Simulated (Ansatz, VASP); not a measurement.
# One calculation of AlAs, two programs

```
Al As
1.0
     0.00000    2.83040    2.83040
     2.83040    0.00000    2.83040
     2.83040    2.83040    0.00000
Al As
1 1
Cartesian
  0.0000 0.0000 0.0000
  1.4152 1.4152 1.4152
```

Alike in both runs: task relaxation of cell and atoms; functional PBE; dispersion D4; k mesh 6 × 6 × 6; no spin polarisation.

```csv
,VASP,Ansatz
version,VASP 6.6.1,Ansatz 0.2.0
potentials or method,"VASP PAW PBE potentials, release 64 (Al, As), cutoff 500 eV","plane waves, PAW"
occupations,"gaussian, width 0.01 eV",fixed
valence electrons in the cell,8,18
```

```tsv
	VASP	Ansatz	Ansatz less VASP
relaxed volume (Å³/atom)	22.77	22.71	-0.060
relaxed cell length with the largest relative difference (Å)	4.008	4.005	-0.0035
```

VASP's potentials hold 8 valence electrons a cell and Ansatz's 18, so a difference there can come from the potentials and not from the codes.
